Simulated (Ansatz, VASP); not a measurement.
## Two plane-wave programs on CdS

File INCAR:

```
SYSTEM = CdS
ALGO     = Normal         ! electronic algorithm
EDIFF    = 1E-6           ! SCF threshold, eV
ENCUT    = 500            ! plane-wave cutoff, eV
GGA_COMPAT= .False.      
ISIF     = 2              ! what is computed and relaxed
ISMEAR   = 0              ! smearing method
LASPH    = .True.         ! aspherical terms in the spheres
LCHARG   = .False.        ! write CHGCAR
LREAL    = .False.        ! projectors in reciprocal space
LWAVE    = .False.        ! write WAVECAR
NBANDS   = 16             ! bands
NELM     = 120            ! most SCF steps
PREC     = Accurate       ! precision mode
SIGMA    = 0.01           ! smearing width, eV
```

Contents of KPOINTS:

```
k-points
0
Gamma
  4 4 4
  0 0 0
```

Contents of POSCAR:

```
CdS
1.0
    0.0000000000      2.9392148400      2.9392148400
    2.9392148400      0.0000000000      2.9392148400
    2.9392148400      2.9392148400      0.0000000000
Cd S
1 1
Direct
    0.0000000000      0.0000000000      0.0000000000
    0.2500000000      0.2500000000      0.2500000000
```

Input for Ansatz:

```yaml
crystal:
  lattice:
    - [0.0, 2.93921484, 2.93921484]
    - [2.93921484, 0.0, 2.93921484]
    - [2.93921484, 2.93921484, 0.0]
  atoms:
    - { symbol: Cd, position: [0.0, 0.0, 0.0] }
    - { symbol: S, position: [0.25, 0.25, 0.25] }
kpoints:
  mp_grid: { grid: [4, 4, 4] }
hamiltonian:
  xc: lda
scf:
  occupations: { method: fixed }
output:
  optics:
    e_range: [2, 6]
    de: 0.05
    sigma: 0.03
    scissors: 0.3
    scheme: fermi_dirac
    bands: { spectra_wanted_up_to: 6 }
```

Alike in both runs: task single point; functional LDA; k mesh 4 × 4 × 4; no spin polarisation.

|  | VASP | Ansatz |
| --- | --- | --- |
| version | VASP 6.6.1 | Ansatz 0.2.0 |
| potentials or method | VASP PAW LDA potentials, release 64 (Cd, S) | plane waves, PAW |
| plane-wave cutoff (eV) | 500 | 420 |
| occupations | gaussian, width 0.01 eV | fixed |
| valence electrons in the cell | 18 | 26 |

```tsv
	VASP	Ansatz	Ansatz less VASP
gap on the k mesh at the Fermi level (eV)	0.82	0.80	-0.027
```

LDA's correlation is that of Perdew and Zunger in VASP and of Perdew and Wang (1992) in Ansatz. VASP's potentials hold 18 valence electrons a cell and Ansatz's 26, so a difference there can come from the potentials and not from the codes.

The k mesh is coarse, so the values compare programs but aren't converged.
